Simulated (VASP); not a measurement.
A run of VASP 6.6.1:

Contents of INCAR:

```
ALGO = Normal ; EDIFF = 1E-6
ENCUT = 520 ; GGA = PE
ISIF = 2 ; ISMEAR = 0
ISPIN = 2 ; LASPH = T
LCHARG = F ; LMAXMIX = 4
LORBIT = 11 ; LREAL = F
LWAVE = F ; MAGMOM = 1 0 0 0 0 0 0 0 0 0 0 0
NBANDS = 44 ; NELM = 150
PREC = Accurate ; SIGMA = 0.1
```

The input KPOINTS:

```
k-points
0
Gamma
  6 6 2
```

POSCAR

```
TiAl5N6
1.0
    3.3115375700      0.0000000000      0.0000000000
    0.0000000000      3.3115375700      0.0000000000
    0.0000000000      0.0000000000     14.0496640300
Ti Al N
1 5 6
Direct
    0.5000000000      0.5000000000      0.5000000000
    0.0000000000      0.0000000000      0.6666666700
    0.5000000000      0.5000000000      0.8333333300
    0.0000000000      0.0000000000      0.0000000000
    0.5000000000      0.5000000000      0.1666666700
    0.0000000000      0.0000000000      0.3333333300
    0.0000000000      0.0000000000      0.8333333300
    0.5000000000      0.5000000000      0.0000000000
    0.0000000000      0.0000000000      0.1666666700
    0.5000000000      0.5000000000      0.3333333300
    0.0000000000      0.0000000000      0.5000000000
    0.5000000000      0.5000000000      0.6666666700
```

Potentials or basis: VASP PAW PBE potentials, release 64 (Ti_sv, Al, N).

Run with:

```console
$ cat potpaw_PBE.64/Ti_sv/POTCAR potpaw_PBE.64/Al/POTCAR potpaw_PBE.64/N/POTCAR > POTCAR
$ mpirun -np 1 vasp_std > vasp.out
```

Hardware: 1 thread of Intel(R) Xeon(R) 6975P-C (Granite Rapids), with other jobs on the host.

Q: How long does it take, and how much memory?

A: Run time: 3.9 min on 1 thread of Intel(R) Xeon(R) 6975P-C (Granite Rapids) (shared host), peak memory 0.46 GiB. Counts: scf iterations 23, k points 20.
